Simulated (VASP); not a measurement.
# ZrS (I4/mmm) in VASP: notebook, part 2 of 2

VASP 6.6.1. Earlier steps stand in the parts before.

## Step 3: Single point, PBEsol (strain +0.000 along x and y, -0.030 along z)

The input, INCAR:

```
SYSTEM = ZrS
PREC     = Accurate       ! precision mode
ENCUT    = 520            ! plane-wave cutoff, eV
EDIFF    = 1E-7           ! SCF threshold, eV
ISMEAR   = 0              ! smearing method
SIGMA    = 0.15           ! smearing width, eV
LREAL    = .FALSE.        ! projectors in reciprocal space
LASPH    = .TRUE.         ! aspherical terms in the spheres
NELM     = 100            ! most SCF steps
ALGO     = Normal         ! electronic algorithm
ISIF     = 2              ! what is computed and relaxed
LWAVE    = .FALSE.        ! write WAVECAR
LCHARG   = .FALSE.        ! write CHGCAR
GGA      = PS             ! functional
NBANDS   = 16             ! bands
```

The input, KPOINTS:

```
Automatic mesh
0
G
  16 16 16
  0 0 0
```

The input, POSCAR:

```
ZrS
1.0
    0.0000000000      2.6250000000      2.5462500000
    2.6250000000      0.0000000000      2.5462500000
    2.6250000000      2.6250000000      0.0000000000
Zr S
1 1
Direct
    0.0000000000      0.0000000000      0.0000000000
    0.5000000000      0.5000000000      0.5000000000
```

Potentials or basis: VASP PAW PBE potentials, release 64 (Zr_sv, S).

The run is started by

```sh
$ cat potpaw_PBE.64/Zr_sv/POTCAR potpaw_PBE.64/S/POTCAR > POTCAR
$ mpirun -np 1 vasp_std > vasp.out
```

OUTCAR:

```text
SYSTEM = ZrS
   PREC = Accurate
   ENCUT = 520
   EDIFF = 1E-7
   ISMEAR = 0
   LREAL = .FALSE.
   LASPH = .TRUE.
   NELM = 100
   ISIF = 2
   GGA = PS

 ion  position               nearest neighbor table
   1  0.000  0.000  0.000-   2 2.55   2 2.55   2 2.62   2 2.62   2 2.62   2 2.62
   2  0.500  0.500  0.500-   1 2.55   1 2.55   1 2.62   1 2.62   1 2.62   1 2.62

  LATTYP: Found a body centered tetragonal cell.
 ALAT       =     3.7123106012
 C/A-ratio  =     1.3717871555

  Lattice vectors:

 A1 = (   0.0000000000,  -2.6250000000,  -2.5462500000)
 A2 = (   0.0000000000,   2.6250000000,  -2.5462500000)
 A3 = (   2.6250000000,   0.0000000000,   2.5462500000)

Analysis of symmetry for initial positions (statically):
=====================================================================
 Subroutine PRICEL returns:
 Original cell was already a primitive cell.

 Routine SETGRP: Setting up the symmetry group for a
 body centered tetragonal supercell.

 Subroutine GETGRP returns: Found 16 space group operations
 (whereof 16 operations were pure point group operations)
 out of a pool of 16 trial point group operations.

The static configuration has the point symmetry D_4h.

[... 156 lines left out ...]
  free energy    TOTEN  =       -16.49605066 eV

  energy without entropy =      -16.48213770  energy(sigma->0) =      -16.48909418

 E-fermi :  10.9784     XC(G=0): -11.6059

 val. band max:       10.9751364685   @ k =  -0.3750   0.2500   0.0000
 cond. band min:      10.9905952208   @ k =  -0.1250   0.1875   0.0625
 fundamental gap:      0.0154587523
 Fermi energy:        10.9784259923

 k-point     1 :       0.0000    0.0000    0.0000
  band No.  band energies     occupation
      1     -38.8304      2.00000
      2     -16.8447      2.00000
      3     -16.8226      2.00000
      4     -16.8226      2.00000
      5      -4.9782      2.00000
      6       7.4333      2.00000
[... 433 lines left out ...]
      3     -16.8546      2.00000
      4     -16.8243      2.00000
      5      -4.8468      2.00000
      6       6.6147      2.00000
[... 8 lines left out ...]
     15      18.5682      0.00000
     16      22.2975      0.00000

 [... further k-points ...]
[... 5 lines left out ...]
  --------------------------------------------------------------------------------------
  -------------------------------------------------------------------------------------
  Total       -1.1195715     -1.1195715      0.9292239      0.0000000     -0.0000000      0.0000000
  in kB      -51.1178703    -51.1178703     42.4268994      0.0000000     -0.0000000      0.0000000
  external PRESSURE =     -19.9362804 kB  Pullay stress =       0.0000000 kB

 VOLUME and BASIS-vectors are now :
 -----------------------------------------------------------------------------
  energy-cutoff  :      520.00
  volume of cell :       35.09
      direct lattice vectors                 reciprocal lattice vectors
     0.000000000  2.625000000  2.546250000    -0.190476190  0.190476190  0.196367207
     2.625000000  0.000000000  2.546250000     0.190476190 -0.190476190  0.196367207
     2.625000000  2.625000000  0.000000000     0.190476190  0.190476190 -0.196367207

 POSITION                                       TOTAL-FORCE (eV/Angst)
 -----------------------------------------------------------------------------------
      0.00000      0.00000      0.00000         0.000000      0.000000      0.000000
      2.62500      2.62500      2.54625         0.000000      0.000000      0.000000
 -----------------------------------------------------------------------------------
    total drift:                                0.000000      0.000000      0.000000

  FREE ENERGIE OF THE ION-ELECTRON SYSTEM (eV)
  ---------------------------------------------------
  free  energy   TOTEN  =       -16.4960506636 eV

  energy  without entropy=      -16.4821377034  energy(sigma->0) =      -16.48909418
```

OSZICAR:

```text
N       E                     dE             d eps       ncg     rms          rms(c)
DAV:   1     0.120911607312E+03    0.12091E+03   -0.95840E+03 11168   0.110E+03
DAV:   2    -0.123158725557E+02   -0.13323E+03   -0.12850E+03 14624   0.282E+02
DAV:   3    -0.173147065956E+02   -0.49988E+01   -0.49684E+01 17456   0.484E+01
DAV:   4    -0.173964280520E+02   -0.81721E-01   -0.81691E-01 14152   0.568E+00
DAV:   5    -0.173981207064E+02   -0.16927E-02   -0.16926E-02 16584   0.624E-01    0.165E+01
DAV:   6    -0.165381671141E+02    0.85995E+00   -0.18345E+00 13952   0.952E+00    0.752E+00
DAV:   7    -0.165020066444E+02    0.36160E-01   -0.19218E-01 16088   0.286E+00    0.294E+00
DAV:   8    -0.164966846696E+02    0.53220E-02   -0.28327E-02 13272   0.109E+00    0.409E-01
DAV:   9    -0.164961664042E+02    0.51827E-03   -0.42138E-03 13648   0.384E-01    0.173E-01
DAV:  10    -0.164960648553E+02    0.10155E-03   -0.52330E-04 13912   0.219E-01    0.542E-02
DAV:  11    -0.164960511218E+02    0.13734E-04   -0.53662E-05 14464   0.492E-02    0.326E-02
DAV:  12    -0.164960505501E+02    0.57167E-06   -0.30027E-06 15272   0.114E-02    0.265E-03
DAV:  13    -0.164960507004E+02   -0.15033E-06   -0.56525E-07 15496   0.604E-03    0.484E-03
DAV:  14    -0.164960506636E+02    0.36819E-07   -0.32699E-08  6992   0.173E-03
   1 F= -.16496051E+02 E0= -.16489094E+02  d E =-.139130E-01
```

stdout:

```text
POSCAR found type information on POSCAR ZrS
 POSCAR found :  2 types and       2 ions
 scaLAPACK will be used
 -----------------------------------------------------------------------------
|                                                                             |
|                                                                             |
|     You enforced a specific xc type in the INCAR file but a different       |
|     I HOPE YOU KNOW WHAT YOU ARE DOING!                                     |
|                                                                             |
 -----------------------------------------------------------------------------

 LDA part: xc-table for (Slater+PW92), standard interpolation
 POSCAR, INCAR and KPOINTS ok, starting setup
 FFT: planning ... GRIDC
 FFT: planning ... GRID_SOFT
 FFT: planning ... GRID
 WAVECAR not read
 entering main loop
```

Run time: 2.5 min. Hardware: 1 thread of Intel Xeon Platinum 8259CL at 2.50GHz (Skylake/Cascade Lake), shared host; peak memory 0.31 GiB.

Results:

```
Free energy            : -16.4961 eV
Pressure               : -2.0 GPa
Band gap on the k mesh : zero (bands 9 and 10 overlap by 3.01 eV)
```

Levels at points of the mesh, in eV from the Fermi level:
| k point | band 7 | band 8 | band 9 | band 10 | band 11 | band 12 |
| --- | --- | --- | --- | --- | --- | --- |
| (0.00, 0.00, 0.00) | -3.55 | -3.45 | -1.53 | -1.53 | -1.21 | -0.78 |
| (0.50, 0.00, 0.00) | -6.10 | -6.07 | 1.48 | 1.61 | 1.90 | 1.90 |
| (0.50, 0.50, 0.00) | -4.57 | -4.57 | -3.58 | 0.63 | 2.46 | 2.46 |
| (0.50, 0.00, 0.50) | -4.44 | -4.40 | -3.60 | 0.46 | 2.39 | 2.59 |

Caveat: the cell differs from its parent crystal (strain +0.000 along x and y, -0.030 along z); the PAW data sets were made with another functional, which shifts forces and pressure a little.

## Step 4: Single point, PBEsol (strain -0.015 along x and y, +0.000 along z)

The input, INCAR:

```
SYSTEM = ZrS
PREC     = Accurate       ! precision mode
ENCUT    = 520            ! plane-wave cutoff, eV
EDIFF    = 1E-7           ! SCF threshold, eV
ISMEAR   = 0              ! smearing method
SIGMA    = 0.15           ! smearing width, eV
LREAL    = .False.        ! projectors in reciprocal space
LASPH    = .True.         ! aspherical terms in the spheres
NELM     = 80             ! most SCF steps
ALGO     = Normal         ! electronic algorithm
ISIF     = 2              ! what is computed and relaxed
LWAVE    = .False.        ! write WAVECAR
LCHARG   = .False.        ! write CHGCAR
GGA      = PS             ! functional
NBANDS   = 16             ! bands
```

The input, KPOINTS:

```
Automatic mesh
0
Gamma
  16 16 16
  0 0 0
```

The input, POSCAR:

```
ZrS
1.0
    0.0000000000      2.5856250000      2.6250000000
    2.5856250000      0.0000000000      2.6250000000
    2.5856250000      2.5856250000      0.0000000000
Zr S
1 1
Direct
    0.0000000000      0.0000000000      0.0000000000
    0.5000000000      0.5000000000      0.5000000000
```

Potentials or basis: VASP PAW PBE potentials, release 64 (Zr_sv, S).

The run is started by

```sh
$ cat potpaw_PBE.64/Zr_sv/POTCAR potpaw_PBE.64/S/POTCAR > POTCAR
$ mpirun -np 1 vasp_std > vasp.out
```

OUTCAR:

```text
SYSTEM = ZrS
   PREC = Accurate
   ENCUT = 520
   EDIFF = 1E-7
   ISMEAR = 0
   LREAL = .False.
   LASPH = .True.
   NELM = 80
   ISIF = 2
   GGA = PS

 ion  position               nearest neighbor table
   1  0.000  0.000  0.000-   2 2.59   2 2.59   2 2.59   2 2.59   2 2.62   2 2.62
   2  0.500  0.500  0.500-   1 2.59   1 2.59   1 2.59   1 2.59   1 2.62   1 2.62

  LATTYP: Found a body centered tetragonal cell.
 ALAT       =     3.6566259422
 C/A-ratio  =     1.4357498095

  Lattice vectors:

 A1 = (  -2.5856250000,   0.0000000000,   2.6250000000)
 A2 = (   2.5856250000,   0.0000000000,   2.6250000000)
 A3 = (   0.0000000000,   2.5856250000,  -2.6250000000)

Analysis of symmetry for initial positions (statically):
=====================================================================
 Subroutine PRICEL returns:
 Original cell was already a primitive cell.

 Routine SETGRP: Setting up the symmetry group for a
 body centered tetragonal supercell.

 Subroutine GETGRP returns: Found 16 space group operations
 (whereof 16 operations were pure point group operations)
 out of a pool of 16 trial point group operations.

The static configuration has the point symmetry D_4h.

Analysis of symmetry for dynamics (positions and initial velocities):
=====================================================================
 Subroutine PRICEL returns:
 Original cell was already a primitive cell.

 Routine SETGRP: Setting up the symmetry group for a
 body centered tetragonal supercell.

 Subroutine GETGRP returns: Found 16 space group operations
 (whereof 16 operations were pure point group operations)
 out of a pool of 16 trial point group operations.

The dynamic configuration has the point symmetry D_4h.

 Subroutine INISYM returns: Found 16 space group operations
 (whereof 16 operations are pure point group operations),
 and found     1 'primitive' translations

----------------------------------------------------------------------------------------

                                     Primitive cell

[... 106 lines left out ...]
   EFERMI_NEDOS =   21; number of points for ismear=-14 and -15
   IALGO  =     38    algorithm
   IMIX   =      4    mixing-type and parameters
     AMIX     =   0.40;   BMIX     =  1.00
     AMIX_MAG =   1.60;   BMIX_MAG =  1.00
  volume/ion in A,a.u.               =      17.55       118.43
  Fermi-wavevector in a.u.,A,eV,Ry     =   1.310395  2.476287 23.363038  1.717135
  Thomas-Fermi vector in A             =   2.440928
   LORBIT       =      0    0 simple, 1 ext, 2 COOP (PROOUT), +10 PAW based schemes
   GGA     = PS    functional components
   LHFCALC =     F    Hartree Fock is set to
   AEXX    =    0.0000 exact exchange contribution
   IVDW    =     0    specifies the selected vdW correction
   LEPSILON=     F    determine dielectric tensor
   LRPA    =     F    only Hartree local field effects (RPA)
 non-spin polarized calculation
 Gauss-broadening in eV      SIGMA  =   0.15
  energy-cutoff  :      520.00
  volume of cell :       35.10
 maximum number of plane-waves:       966
   NGX = 13   NGY = 13   NGZ = 13

 number of electron      17.9999999 magnetization

 Free energy of the ion-electron system (eV)
  ---------------------------------------------------
  ext. energy  EPLUGINS =         0.00000000
  ---------------------------------------------------
  free energy    TOTEN  =       -16.51163170 eV

  energy without entropy =      -16.49820873  energy(sigma->0) =      -16.50492022

 E-fermi :  10.9846     XC(G=0): -11.6060

 val. band max:       10.9821068238   @ k =   0.3125   0.1250   0.0625
 cond. band min:      10.9951689873   @ k =   0.1875   0.0625   0.1250
 fundamental gap:      0.0130621635
 Fermi energy:        10.9846231075

 k-point     1 :       0.0000    0.0000    0.0000
  band No.  band energies     occupation
      1     -38.8348      2.00000
      2     -16.8368      2.00000
      3     -16.8368      2.00000
      4     -16.8265      2.00000
      5      -4.9780      2.00000
      6       7.4324      2.00000
[... 433 lines left out ...]
      3     -16.8371      2.00000
      4     -16.8357      2.00000
      5      -4.8340      2.00000
      6       6.6221      2.00000
[... 8 lines left out ...]
     15      18.5723      0.00000
     16      22.6965      0.00000

 [... further k-points ...]
[... 5 lines left out ...]
  --------------------------------------------------------------------------------------
  -------------------------------------------------------------------------------------
  Total       -0.2143853     -0.2143853     -1.0922999      0.0000000     -0.0000000      0.0000000
  in kB       -9.7862256     -9.7862256    -49.8611270      0.0000000     -0.0000000      0.0000000
  external PRESSURE =     -23.1445260 kB  Pullay stress =       0.0000000 kB

 VOLUME and BASIS-vectors are now :
 -----------------------------------------------------------------------------
  energy-cutoff  :      520.00
  volume of cell :       35.10
      direct lattice vectors                 reciprocal lattice vectors
     0.000000000  2.585625000  2.625000000    -0.193376843  0.193376843  0.190476190
     2.585625000  0.000000000  2.625000000     0.193376843 -0.193376843  0.190476190
     2.585625000  2.585625000  0.000000000     0.193376843  0.193376843 -0.190476190

 POSITION                                       TOTAL-FORCE (eV/Angst)
 -----------------------------------------------------------------------------------
      0.00000      0.00000      0.00000         0.000000      0.000000      0.000000
      2.58562      2.58562      2.62500        -0.000000     -0.000000      0.000000
 -----------------------------------------------------------------------------------
    total drift:                                0.000000      0.000000      0.000000

  FREE ENERGIE OF THE ION-ELECTRON SYSTEM (eV)
  ---------------------------------------------------
  free  energy   TOTEN  =       -16.5116317045 eV

  energy  without entropy=      -16.4982087345  energy(sigma->0) =      -16.50492022
```

stdout:

```text
POSCAR found type information on POSCAR ZrS
 POSCAR found :  2 types and       2 ions
 scaLAPACK will be used
 -----------------------------------------------------------------------------
|                                                                             |
|                                                                             |
|     You enforced a specific xc type in the INCAR file but a different       |
|     I HOPE YOU KNOW WHAT YOU ARE DOING!                                     |
|                                                                             |
 -----------------------------------------------------------------------------

 LDA part: xc-table for (Slater+PW92), standard interpolation
 POSCAR, INCAR and KPOINTS ok, starting setup
 FFT: planning ... GRIDC
 FFT: planning ... GRID_SOFT
 FFT: planning ... GRID
 WAVECAR not read
 entering main loop
```

Run time: 2.6 min. Hardware: 1 thread of Intel Xeon Platinum 8259CL at 2.50GHz (Skylake/Cascade Lake), shared host; peak memory 0.31 GiB.

Results:

```yaml
Free_energy: -16.5116 eV
Pressure: -2.3 GPa
Band_gap_on_the_k_mesh: zero (bands 9 and 10 overlap by 2.88 eV)
```

Stress tensor (GPa, compression positive):
```
-0.98  0.00  0.00
 0.00 -0.98  0.00
 0.00  0.00 -4.99
```

Levels at points of the mesh, in eV from the Fermi level:
```tsv
k point	band 5	band 6	band 7	band 8	band 9	band 10	band 11	band 12	band 13	band 14
(0.00, 0.00, 0.00)	-15.96	-3.55	-3.51	-3.51	-1.54	-1.38	-1.38	-0.76	-0.69	2.06
(0.50, 0.00, 0.00)	-14.29	-8.18	-6.09	-6.08	1.51	1.56	1.88	1.90	5.75	5.80
(0.50, 0.50, 0.00)	-15.10	-6.38	-4.43	-4.43	-3.61	0.47	2.49	2.49	2.93	3.49
(0.50, 0.00, 0.50)	-15.08	-6.28	-4.51	-4.50	-3.60	0.54	2.42	2.53	2.92	3.51
```

Caveat: the cell differs from its parent crystal (strain -0.015 along x and y, +0.000 along z); the PAW data sets were made with another functional, which shifts forces and pressure a little.

## Step 5: Summary

| cell | gap on the mesh (eV) | pressure (GPa) |
| --- | --- | --- |
| a = 3.714, b = 3.714, c = 3.601 Å, angles 61.0, 61.0, 58.0°, 2 atoms | none | -0.9 |
| a = 3.657, b = 3.657, c = 3.712 Å, angles 59.5, 59.5, 61.0°, 2 atoms | none | -2.0 |
| a = 3.685, b = 3.685, c = 3.657 Å, angles 60.3, 60.3, 59.5°, 2 atoms | none | -2.3 |

Alike in all rows: task single point; level PBEsol; potentials or basis VASP PAW PBE potentials, release 64 (Zr_sv, S); no spin polarisation; k mesh 16 × 16 × 16; cutoff (eV) 520; smearing gaussian 0.15 eV.

Caveats: the PAW data sets were made with another functional, which shifts forces and pressure a little.

Absolute energies hang on the potentials; compare differences alone.
